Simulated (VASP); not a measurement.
GdN, 2 atoms in the cell. Symmetry: Fm-3m, No. 225, cubic system. The conventional cell has a = 5.006 Å, b = 5.006 Å, c = 5.006 Å, α = 90.00°, β = 90.00°, γ = 90.00°. Within 3.3 Å of Gd (site symmetry m-3m) lie 6 N at 2.50 Å. N (site symmetry m-3m) has 6 Gd at 2.50 Å within 3.3 Å. 

- Program: VASP 6.6.1
- Task: single point
- Functional: r2SCAN
- Potentials or basis: VASP PAW PBE potentials, release 64 (Gd, N)
- Cutoff: 520 eV
- k mesh: 12 × 12 × 12
- Occupations: gaussian, width 0.05 eV
- Spin: collinear spin, ferromagnetic start
- Starting moments: [7.62, 0.0] μB
- Dipole correction: no
- Further INCAR settings: ALGO = Normal; EDIFF = 1e-06; NBANDS = 22

Potentials or basis: VASP PAW PBE potentials, release 64 (Gd, N).

The run is started by

```bash
$ cat potpaw_PBE.64/Gd/POTCAR potpaw_PBE.64/N/POTCAR > POTCAR
$ cp INCAR.step1 INCAR
$ mpirun -np 1 vasp_std > vasp.out
$ cp INCAR.step2 INCAR
$ mpirun -np 1 vasp_std > vasp.out
```

Hardware: 1 thread of Intel(R) Xeon(R) 6975P-C (Granite Rapids) (shared host).

Question: Estimate the wall time of this run.

Answer: Run time: 4.3 min on 1 thread of Intel(R) Xeon(R) 6975P-C (Granite Rapids) (shared host), peak memory 0.25 GiB. Counts: k points 72.
